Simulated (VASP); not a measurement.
# Te2Mo in VASP: a series of runs, part 2 of 2

VASP 6.6.1. Earlier steps stand in the parts before.

## (3) Single point, PBE+D3(BJ)

INCAR reads:

```
ALGO     = Normal         # electronic algorithm
DIPOL    = 0.5 0.5 0.500
EDIFF    = 1E-6           # SCF threshold, eV
ENCUT    = 520            # plane-wave cutoff, eV
GGA      = PE             # functional
IDIPOL   = 3            
ISIF     = 2              # what is computed and relaxed
ISMEAR   = 0              # smearing method
IVDW     = 12             # dispersion correction
LASPH    = T              # aspherical terms in the spheres
LCHARG   = F              # write CHGCAR
LDIPOL   = T            
LREAL    = F              # projectors in reciprocal space
LWAVE    = F              # write WAVECAR
NBANDS   = 35             # bands
NELM     = 100            # most SCF steps
PREC     = Accurate       # precision mode
SIGMA    = 0.02           # smearing width, eV
```

KPOINTS reads:

```
k-points
0
Gamma
  9 9 1
```

POSCAR reads:

```
Te2Mo
1.0
    3.4963748211      0.0000000000      0.0000000000
   -1.7481874106      3.0279494163      0.0000000000
    0.0000000000      0.0000000000     46.9720266495
Te Mo
4 2
Direct
    0.3333333333      0.6666666667      0.3883802332
    0.3333333333      0.6666666667      0.4657697467
    0.6666666667      0.3333333333      0.5342302533
    0.6666666667      0.3333333333      0.6116197668
    0.6666666667      0.3333333333      0.4270749899
    0.3333333333      0.6666666667      0.5729250101
```

Potentials or basis: VASP PAW PBE potentials, release 64 (Te, Mo_sv).

The run is started by

```
> cat potpaw_PBE.64/Te/POTCAR potpaw_PBE.64/Mo_sv/POTCAR > POTCAR
> mpirun -np 1 vasp_std > vasp.out
```

OUTCAR:

```text
EDIFF = 1E-6
   ENCUT = 520
   GGA = PE
   ISIF = 2
   ISMEAR = 0
   IVDW = 12
   LASPH = T
   LREAL = F
   NELM = 100
   PREC = Accurate
 IVDW          = 12

 ion  position               nearest neighbor table
   1  0.333  0.667  0.388-   5 2.72   5 2.72   5 2.72   2 3.64
   2  0.333  0.667  0.466-   5 2.72   5 2.72   5 2.72   1 3.64
   3  0.667  0.333  0.534-   6 2.72   6 2.72   6 2.72   4 3.64
   4  0.667  0.333  0.612-   6 2.72   6 2.72   6 2.72   3 3.64
   5  0.667  0.333  0.427-   1 2.72   1 2.72   1 2.72   2 2.72   2 2.72   2 2.72
   6  0.333  0.667  0.573-   4 2.72   4 2.72   4 2.72   3 2.72   3 2.72   3 2.72

  LATTYP: Found a hexagonal cell.
 ALAT       =     3.4963748211
 C/A-ratio  =    13.4344940268

  Lattice vectors:

 A1 = (   3.4963748211,   0.0000000000,   0.0000000000)
 A2 = (  -1.7481874106,   3.0279494163,   0.0000000000)
 A3 = (   0.0000000000,   0.0000000000,  46.9720266495)

Analysis of symmetry for initial positions (statically):
=====================================================================
 Subroutine PRICEL returns:
 Original cell was already a primitive cell.

 Routine SETGRP: Setting up the symmetry group for a
 hexagonal supercell.

 Subroutine GETGRP returns: Found 12 space group operations
 (whereof 12 operations were pure point group operations)
 out of a pool of 24 trial point group operations.

The static configuration has the point symmetry D_3d.

Analysis of symmetry for dynamics (positions and initial velocities):
=====================================================================
 Subroutine PRICEL returns:
 Original cell was already a primitive cell.

 Routine SETGRP: Setting up the symmetry group for a
 hexagonal supercell.

 Subroutine GETGRP returns: Found 12 space group operations
 (whereof 12 operations were pure point group operations)
 out of a pool of 24 trial point group operations.

The dynamic configuration has the point symmetry D_3d.

 Subroutine INISYM returns: Found 12 space group operations
 (whereof 12 operations are pure point group operations),
 and found     1 'primitive' translations

----------------------------------------------------------------------------------------

                                     Primitive cell

  volume of cell :     497.2856

  direct lattice vectors                    reciprocal lattice vectors
     3.496374821  0.000000000  0.000000000     0.286010526  0.165128254  0.000000000
    -1.748187411  3.027949416  0.000000000     0.000000000  0.330256508  0.000000000
     0.000000000  0.000000000 46.972026650     0.000000000  0.000000000  0.021289267

  length of vectors
     3.496374821  3.496374821 46.972026650     0.330256508  0.330256508  0.021289267

  position of ions in fractional coordinates (direct lattice)
     0.333333333  0.666666667  0.388380233
     0.333333333  0.666666667  0.465769747
     0.666666667  0.333333333  0.534230253
     0.666666667  0.333333333  0.611619767
     0.666666667  0.333333333  0.427074990
     0.333333333  0.666666667  0.572925010

  ion indices of the primitive-cell ions
   primitive index   ion index
                 1           1
                 2           2
[... 43 lines left out ...]
  0.333333  0.222222  0.000000     12.000000
  0.333333  0.333333  0.000000      2.000000
   k-points           NKPTS =     12   k-points in BZ     NKDIM =     12   number of bands    NBANDS=     35
   number of dos      NEDOS =    301   number of ions     NIONS =      6
   total plane-waves  NPLWV = 274400
   dimension x,y,z NGX =    28 NGY =   28 NGZ =  350
   dimension x,y,z NGXF=    56 NGYF=   56 NGZF=  700
   ions per type =               4   2
   NGX,Y,Z   is equivalent  to a cutoff of  13.31, 13.31, 12.39 a.u.
   NGXF,Y,Z  is equivalent  to a cutoff of  26.63, 26.63, 24.77 a.u.
 SYSTEM =  unknown system
   PREC   = accura    normal or accurate (medium, high low for compatibility)
   ISTART =      0    job   : 0-new  1-cont  2-samecut
   ICHARG =      2    charge: 1-file 2-atom 10-const
   ISPIN  =      1    spin polarized calculation?
   LNONCOLLINEAR =      F non collinear calculations
   LSORBIT =      F    spin-orbit coupling
   LASPH  =      T    aspherical Exc in radial PAW
   ENCUT  =  520.0 eV  38.22 Ry    6.18 a.u.   6.50  6.50 87.34*2*pi/ulx,y,z
   NELM   =    100;   NELMIN=  2; NELMDL= -5     # of ELM steps
   EDIFF  = 0.1E-05   stopping-criterion for ELM
   LREAL  =      F    real-space projection
   EDIFFG = 0.1E-04   stopping-criterion for IOM
   NSW    =      0    number of steps for IOM
   IBRION =     -1    ionic relax: 0-MD 1-quasi-New 2-CG
   NFREE  =      0    steps in history (QN), initial steepest desc. (CG)
   ISIF   =      2    stress and relaxation
   ISYM   =      2    0-nonsym 1-usesym 2-fastsym
   POTIM  = 0.5000    time-step for ionic-motion
   TEBEG  =    0.0;   TEEND  =   0.0 temperature during run
   PSTRESS=    0.0 pullay stress
   NELECT =      52.0000    total number of electrons
   NUPDOWN=      -1.0000    fix difference up-down
   EMIN   =  10.00;   EMAX   =-10.00  energy-range for DOS
   EFERMI =   0.00;   METHOD = LEGACY
   ISMEAR =     0;   SIGMA  =   0.02  broadening in eV -4-tet -1-fermi 0-gaus
   EFERMI_NEDOS =   21; number of points for ismear=-14 and -15
   IALGO  =     38    algorithm
   IMIX   =      4    mixing-type and parameters
     AMIX     =   0.40;   BMIX     =  1.00
     AMIX_MAG =   1.60;   BMIX_MAG =  1.00
  volume/ion in A,a.u.               =      82.88       559.31
  Fermi-wavevector in a.u.,A,eV,Ry     =   0.771272  1.457492  8.093559  0.594860
  Thomas-Fermi vector in A             =   1.872654
   LORBIT       =      0    0 simple, 1 ext, 2 COOP (PROOUT), +10 PAW based schemes
   GGA     = PE    functional components
   LHFCALC =     F    Hartree Fock is set to
   AEXX    =    0.0000 exact exchange contribution
   IVDW    =    12    specifies the selected vdW correction
   LEPSILON=     F    determine dielectric tensor
   LRPA    =     F    only Hartree local field effects (RPA)
 non-spin polarized calculation
 Gauss-broadening in eV      SIGMA  =   0.02
  energy-cutoff  :      520.00
  volume of cell :      497.29
 maximum number of plane-waves:     13543
 NGX is ok and might be reduce to    28
   NGX = 13   NGY = 13   NGZ =175

 dipolmoment           0.000000      0.000000      0.000000 electrons x Angstroem

 number of electron      52.0000005 magnetization

 dipolmoment           0.000000      0.000000     -0.000000 electrons x Angstroem

 Free energy of the ion-electron system (eV)
  ---------------------------------------------------
  ext. energy  EPLUGINS =         0.00000000
  ---------------------------------------------------
  free energy    TOTEN  =       -35.95774661 eV

  energy without entropy =      -35.95774661  energy(sigma->0) =      -35.95774661

 E-fermi :  -0.6833     XC(G=0):  -3.3895

 val. band max:       -0.8021314580   @ k =   0.0000   0.0000   0.0000
 cond. band min:       0.1041576881   @ k =   0.2222   0.2222   0.0000
 fundamental gap:      0.9062891461
 Fermi energy:        -0.6833250187

 k-point     1 :       0.0000    0.0000    0.0000
  band No.  band energies     occupation
      1     -61.6126      2.00000
      2     -61.6126      2.00000
      3     -35.7919      2.00000
      4     -35.7919      2.00000
      5     -35.6461      2.00000
      6     -35.6461      2.00000
[... 445 lines left out ...]
     34       3.0617      0.00000
     35       3.7773      0.00000

------------------------ aborting loop because EDIFF is reached ----------------------------------------

 vacuum level on the upper side and lower side of the slab       (xc-potential included)        -0.169        -0.169

 Edisp (eV)   -2.85322

 E8    (eV) :    -1.3519

  FORCE on cell =-STRESS in cart. coord.  units (eV):
  Direction    XX          YY          ZZ          XY          YZ          ZX
  --------------------------------------------------------------------------------------
  -------------------------------------------------------------------------------------
  Total       0.19478     0.19478     0.18718    -0.00000     0.00000    -0.00000
  in kB       0.62754     0.62754     0.60305    -0.00000     0.00000    -0.00000
  external pressure =        0.62 kB  Pullay stress =        0.00 kB

 VOLUME and BASIS-vectors are now :
 -----------------------------------------------------------------------------
  energy-cutoff  :      520.00
  volume of cell :      497.29
      direct lattice vectors                 reciprocal lattice vectors
     3.496374821  0.000000000  0.000000000     0.286010526  0.165128254  0.000000000
    -1.748187411  3.027949416  0.000000000     0.000000000  0.330256508  0.000000000
     0.000000000  0.000000000 46.972026650     0.000000000  0.000000000  0.021289267

 POSITION                                       TOTAL-FORCE (eV/Angst)
 -----------------------------------------------------------------------------------
     -0.00000      2.01863     18.24301        -0.000000     -0.000000     -0.018560
     -0.00000      2.01863     21.87815         0.000000      0.000000      0.040070
      1.74819      1.00932     25.09388         0.000000     -0.000000     -0.040070
      1.74819      1.00932     28.72902         0.000000      0.000000      0.018560
      1.74819      1.00932     20.06058        -0.000000     -0.000000     -0.020933
     -0.00000      2.01863     26.91145         0.000000      0.000000      0.020933
 -----------------------------------------------------------------------------------
    total drift:                                0.000000      0.000000     -0.000000

  FREE ENERGIE OF THE ION-ELECTRON SYSTEM (eV)
  ---------------------------------------------------
  free  energy   TOTEN  =       -38.8109682008 eV

  energy  without entropy=      -38.8109682008  energy(sigma->0) =      -38.81096820

 vacuum level on the upper side and lower side of the slab         3.730         3.730
```

Wall time 11 min (1 thread of AMD EPYC 7R13, shared host); peak memory 0.64 GiB.

What came out:

```
Free energy                : -38.8110 eV
Largest force              : 0.040 eV/Å
Band gap on the k mesh     : 0.91 eV, indirect (least direct gap 1.15 eV)
Dispersion energy per atom : -0.476 eV
```

Forces on the atoms (eV/Å):
```
Te   0.000  0.000 -0.019
Te   0.000  0.000  0.040
Te   0.000  0.000 -0.040
Te   0.000  0.000  0.019
Mo   0.000  0.000 -0.021
Mo   0.000  0.000  0.021
```

Levels at points of the mesh, in eV from the valence-band top:
| k point | band 22 | band 23 | band 24 | band 25 | band 26 | band 27 | band 28 | band 29 | band 30 | band 31 |
| --- | --- | --- | --- | --- | --- | --- | --- | --- | --- | --- |
| (0.00, 0.00, 0.00) | -1.00 | -0.97 | -0.97 | -0.90 | 0.00 | 2.96 | 2.96 | 3.08 | 3.08 | 3.26 |

Caveat: spin-orbit coupling is left out, which moves the levels of the heavy elements.
